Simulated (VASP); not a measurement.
Here is a VASP 6.6.1 calculation.

Contents of INCAR:

```
PREC = Accurate ; ENCUT = 520
EDIFF = 1E-6 ; ISMEAR = 0
SIGMA = 0.1 ; LREAL = F
LASPH = T ; NELM = 100
ALGO = Normal ; ISIF = 2
LWAVE = F ; LCHARG = F
GGA = CA ; NBANDS = 8
```

KPOINTS

```
regular mesh
0
Gamma
  18 18 18
```

The input POSCAR:

```
Al
1.0
    0.0000000000      1.9918095695      1.9918095695
    1.9918095695      0.0000000000      1.9918095695
    1.9918095695      1.9918095695      0.0000000000
Al
1
Direct
    0.0000000000      0.0000000000      0.0000000000
```

Potentials or basis: VASP PAW LDA potentials, release 64 (Al).

Launch:

```bash
$ cat potpaw_LDA.64/Al/POTCAR > POTCAR
$ mpirun -np 1 vasp_std > vasp.out
```

(1) Estimate the pressure.

Results:

(1) 0.1 GPa.
